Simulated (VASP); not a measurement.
# Tc (Pm-3m) in VASP: notebook

Tc is run at these levels: PBE; tasks: single point, relaxation of cell and atoms.

All numbers are computed with VASP 6.6.1; they aren't measurements. Logs are shortened: lines on timing, memory, paths and dates and some standing lists are left out, and cuts for length are marked.

## (1) The cell of the first run

It takes space group Pm-3m (No. 221, cubic). The conventional cell has a = 2.499 Å, b = 2.499 Å, c = 2.499 Å, α = 90.00°, β = 90.00°, γ = 90.00°. Within 3.3 Å of Tc (site symmetry m-3m) lie 6 Tc at 2.50 Å.

## (2) Single point, PBE

INCAR

```
ALGO     = Normal         # electronic algorithm
EDIFF    = 1E-6           # SCF threshold, eV
ENCUT    = 520            # plane-wave cutoff, eV
GGA      = PE             # functional
ISIF     = 2              # what is computed and relaxed
ISMEAR   = -1             # smearing method
LASPH    = T              # aspherical terms in the spheres
LCHARG   = F              # write CHGCAR
LREAL    = F              # projectors in reciprocal space
LWAVE    = F              # write WAVECAR
NBANDS   = 12             # bands
NELM     = 100            # most SCF steps
PREC     = Accurate       # precision mode
SIGMA    = 0.05           # smearing width, eV
```

KPOINTS

```
k-points
0
Gamma
  8 8 8
```

POSCAR

```
Tc
1.0
    2.4990653647      0.0000000000      0.0000000000
    0.0000000000      2.4990653647      0.0000000000
    0.0000000000      0.0000000000      2.4990653647
Tc
1
Direct
    0.0000000000      0.0000000000      0.0000000000
```

Potentials or basis: VASP PAW PBE potentials, release 64 (Tc_pv).

Launch:

```bash
> cat potpaw_PBE.64/Tc_pv/POTCAR > POTCAR
> mpirun -np 1 vasp_std > vasp.out
```

OUTCAR:

```text
EDIFF = 1E-6
   ENCUT = 520
   GGA = PE
   ISIF = 2
   ISMEAR = -1
   LASPH = T
   LREAL = F
   NELM = 100
   PREC = Accurate

 ion  position               nearest neighbor table
   1  0.000  0.000  0.000-

  LATTYP: Found a simple cubic cell.
 ALAT       =     2.4990653647

  Lattice vectors:

 A1 = (   2.4990653647,   0.0000000000,   0.0000000000)
 A2 = (   0.0000000000,   2.4990653647,   0.0000000000)
 A3 = (   0.0000000000,   0.0000000000,   2.4990653647)

Analysis of symmetry for initial positions (statically):
=====================================================================
 Subroutine PRICEL returns:
 Original cell was already a primitive cell.

 Routine SETGRP: Setting up the symmetry group for a
 simple cubic supercell.

 Subroutine GETGRP returns: Found 48 space group operations
[... 9 lines left out ...]

 Routine SETGRP: Setting up the symmetry group for a
 simple cubic supercell.

 Subroutine GETGRP returns: Found 48 space group operations
[... 11 lines left out ...]
                                     Primitive cell

  volume of cell :      15.6075

  direct lattice vectors                    reciprocal lattice vectors
     2.499065365  0.000000000  0.000000000     0.400149598  0.000000000  0.000000000
     0.000000000  2.499065365  0.000000000     0.000000000  0.400149598  0.000000000
     0.000000000  0.000000000  2.499065365     0.000000000  0.000000000  0.400149598

  length of vectors
     2.499065365  2.499065365  2.499065365     0.400149598  0.400149598  0.400149598

  position of ions in fractional coordinates (direct lattice)
     0.000000000  0.000000000  0.000000000

  ion indices of the primitive-cell ions
   primitive index   ion index
                 1           1

----------------------------------------------------------------------------------------

 KPOINTS: k-points

Automatic generation of k-mesh.
 Grid dimensions read from file:
 generate k-points for:    8    8    8

 Generating k-lattice:

  Cartesian coordinates                     Fractional coordinates (reciprocal lattice)
     0.050018700  0.000000000  0.000000000     0.125000000  0.000000000  0.000000000
     0.000000000  0.050018700  0.000000000     0.000000000  0.125000000  0.000000000
     0.000000000  0.000000000  0.050018700     0.000000000  0.000000000  0.125000000

[... 53 lines left out ...]
   LASPH  =      T    aspherical Exc in radial PAW
   ENCUT  =  520.0 eV  38.22 Ry    6.18 a.u.   4.65  4.65  4.65*2*pi/ulx,y,z
   NELM   =    100;   NELMIN=  2; NELMDL= -5     # of ELM steps
   EDIFF  = 0.1E-05   stopping-criterion for ELM
   LREAL  =      F    real-space projection
   EDIFFG = 0.1E-04   stopping-criterion for IOM
   NSW    =      0    number of steps for IOM
   IBRION =     -1    ionic relax: 0-MD 1-quasi-New 2-CG
   NFREE  =      0    steps in history (QN), initial steepest desc. (CG)
   ISIF   =      2    stress and relaxation
   ISYM   =      2    0-nonsym 1-usesym 2-fastsym
   POTIM  = 0.5000    time-step for ionic-motion
   TEBEG  =    0.0;   TEEND  =   0.0 temperature during run
   PSTRESS=    0.0 pullay stress
   NELECT =      13.0000    total number of electrons
   NUPDOWN=      -1.0000    fix difference up-down
   EMIN   =  10.00;   EMAX   =-10.00  energy-range for DOS
   EFERMI =   0.00;   METHOD = LEGACY
   ISMEAR =    -1;   SIGMA  =   0.05  broadening in eV -4-tet -1-fermi 0-gaus
   EFERMI_NEDOS =   21; number of points for ismear=-14 and -15
   IALGO  =     38    algorithm
   IMIX   =      4    mixing-type and parameters
     AMIX     =   0.40;   BMIX     =  1.00
     AMIX_MAG =   1.60;   BMIX_MAG =  1.00
  volume/ion in A,a.u.               =      15.61       105.32
  Fermi-wavevector in a.u.,A,eV,Ry     =   1.540323  2.910788 32.281094  2.372593
  Thomas-Fermi vector in A             =   2.646426
   LORBIT       =      0    0 simple, 1 ext, 2 COOP (PROOUT), +10 PAW based schemes
   GGA     = PE    functional components
[... 5 lines left out ...]
 non-spin polarized calculation
  energy-cutoff  :      520.00
  volume of cell :       15.61
 maximum number of plane-waves:       441
 NGX is ok and might be reduce to    20
   NGX =  9   NGY =  9   NGZ =  9

 number of electron      12.9999999 magnetization

 Free energy of the ion-electron system (eV)
  ---------------------------------------------------
  ext. energy  EPLUGINS =         0.00000000
  ---------------------------------------------------
  free energy    TOTEN  =        -9.30772244 eV

  energy without entropy =       -9.29834324  energy(sigma->0) =       -9.30303284

 E-fermi :  11.6182     XC(G=0): -13.1473

 val. band max:       11.5612266720   @ k =   0.3750   0.3750   0.2500
 cond. band min:      11.6642978570   @ k =   0.5000   0.2500   0.0000
 fundamental gap:      0.1030711850
 Fermi energy:        11.6182225317

 k-point     1 :       0.0000    0.0000    0.0000
  band No.  band energies     occupation
      1     -26.8028      2.00000
      2     -26.8028      2.00000
      3     -26.8028      2.00000
      4       4.5242      2.00000
      5       6.4439      2.00000
      6       6.4439      2.00000
      7      14.5310      0.00000
      8      14.5310      0.00000
      9      14.5310      0.00000
     10      28.2300      0.00000
     11      28.2300      0.00000
     12      28.2300      0.00000
[... 331 lines left out ...]
 k-point    24 :       0.5000    0.3750    0.1250
  band No.  band energies     occupation
      1     -28.0908      2.00000
      2     -27.8642      2.00000
      3     -26.7662      2.00000
      4       6.0501      2.00000
      5       9.1544      2.00000
      6      10.6163      2.00000
      7      11.1160      1.99991
      8      14.6127      0.00000
      9      18.4564      0.00000
     10      20.0584      0.00000
     11      26.1529      0.00000
     12      29.0399      0.00000

 [... further k-points ...]

------------------------ aborting loop because EDIFF is reached ----------------------------------------

  FORCE on cell =-STRESS in cart. coord.  units (eV):
  Direction    XX          YY          ZZ          XY          YZ          ZX
  --------------------------------------------------------------------------------------
  -------------------------------------------------------------------------------------
  Total        0.9268908      0.9268908      0.9268908     -0.0000000     -0.0000000     -0.0000000
  in kB       95.1494543     95.1494543     95.1494543     -0.0000000     -0.0000000     -0.0000000
  external PRESSURE =      95.1494543 kB  Pullay stress =       0.0000000 kB

 VOLUME and BASIS-vectors are now :
 -----------------------------------------------------------------------------
  energy-cutoff  :      520.00
  volume of cell :       15.61
      direct lattice vectors                 reciprocal lattice vectors
     2.499065365  0.000000000  0.000000000     0.400149598  0.000000000  0.000000000
     0.000000000  2.499065365  0.000000000     0.000000000  0.400149598  0.000000000
     0.000000000  0.000000000  2.499065365     0.000000000  0.000000000  0.400149598

 POSITION                                       TOTAL-FORCE (eV/Angst)
 -----------------------------------------------------------------------------------
      0.00000      0.00000      0.00000         0.000000      0.000000      0.000000
 -----------------------------------------------------------------------------------
    total drift:                                0.000000      0.000000      0.000000

  FREE ENERGIE OF THE ION-ELECTRON SYSTEM (eV)
  ---------------------------------------------------
  free  energy   TOTEN  =        -9.3077224359 eV

  energy  without entropy=       -9.2983432368  energy(sigma->0) =       -9.30303284
```

stdout:

```text
POSCAR found type information on POSCAR Tc
 POSCAR found :  1 types and       1 ions
 scaLAPACK will be used
 LDA part: xc-table for (Slater+PW92), standard interpolation
 POSCAR, INCAR and KPOINTS ok, starting setup
 FFT: planning ... GRIDC
 FFT: planning ... GRID_SOFT
 FFT: planning ... GRID
 WAVECAR not read
 entering main loop
```

Run time: 4.6 s. Hardware: 1 thread of Intel Xeon Platinum 8259CL at 2.50GHz (Skylake/Cascade Lake), shared host; peak memory 0.12 GiB.

What came out:

```yaml
Free_energy: -9.3077 eV
Pressure: 9.5 GPa
```

## (3) Relaxation of cell and atoms, PBE

This run uses another cell than the first one, of 15.81 Å³/atom, 1.013 times its volume.

INCAR

```
PREC = Accurate
ENCUT = 600
EDIFF = 1E-7
ISMEAR = -1
SIGMA = 0.05
LREAL = F
LASPH = T
NELM = 60
ALGO = Normal
ISIF = 3
LWAVE = F
LCHARG = F
GGA = PE
IBRION = 2
NSW = 80
EDIFFG = -0.01
```

KPOINTS

```
regular mesh
0
Gamma
  8 8 8
```

POSCAR

```
Tc
1.0
    2.5100000000      0.0000000000      0.0000000000
    0.0000000000      2.5100000000      0.0000000000
    0.0000000000      0.0000000000      2.5100000000
Tc
1
Direct
    0.0000000000      0.0000000000      0.0000000000
```

Potentials or basis: VASP PAW PBE potentials, release 64 (Tc_pv).

Launch:

```bash
> cat potpaw_PBE.64/Tc_pv/POTCAR > POTCAR
> mpirun -np 1 vasp_std > vasp.out
```

Wall time 15 s (1 thread of Intel Xeon Platinum 8259CL at 2.50GHz (Skylake/Cascade Lake), shared host); peak memory 0.13 GiB.

The run converged. Its results:

```yaml
Free_energy: -9.3259 eV
Relaxed_volume: 16.23 Å³/atom
Relaxed_cell: a = 2.532 Å, b = 2.532 Å, c = 2.532 Å, α = 90.00°, β = 90.00°, γ = 90.00°
Space_group_after_relaxing_to_0.05_Å: Pm-3m (No. 221)
Energy_gained_by_relaxing: 7.9 meV/atom
Ionic_steps: 4
Pressure_after_relaxing: 0.0 GPa
```

Step by step:
| step | energy change (eV) | largest force (eV/Å) | pressure (GPa) | volume (Å³) |
| --- | --- | --- | --- | --- |
| 1 | 0.0000 | 0.0000 | 6.24 | 15.81 |
| 2 | 0.0334 | 0.0000 | -12.07 | 17.27 |
| 3 | -0.0079 | 0.0000 | -0.12 | 16.24 |
| 4 | -0.0079 | 0.0000 | -0.01 | 16.23 |

Final structure:
```
CELL_PARAMETERS angstrom
2.53194 0.00000 0.00000
0.00000 2.53194 0.00000
0.00000 0.00000 2.53194
ATOMIC_POSITIONS crystal
Tc 0.00000 0.00000 0.00000
```

Levels at points of the mesh, in eV from the Fermi level:
```csv
k point,band 2,band 3,band 4,band 5,band 6,band 7,band 8,band 9,band 10
"(0.00, 0.00, 0.00)",-38.44,-38.44,-6.90,-4.90,-4.90,2.76,2.76,2.76,16.30
"(0.50, 0.00, 0.00)",-38.32,-38.32,-4.06,-4.02,-0.22,-0.22,-0.07,3.06,8.45
"(0.50, 0.50, 0.00)",-39.58,-38.20,-5.86,-3.00,0.38,0.38,4.90,5.85,5.85
"(0.50, 0.50, 0.50)",-39.41,-39.41,-4.36,-4.36,-4.36,5.10,5.10,8.46,13.01
```
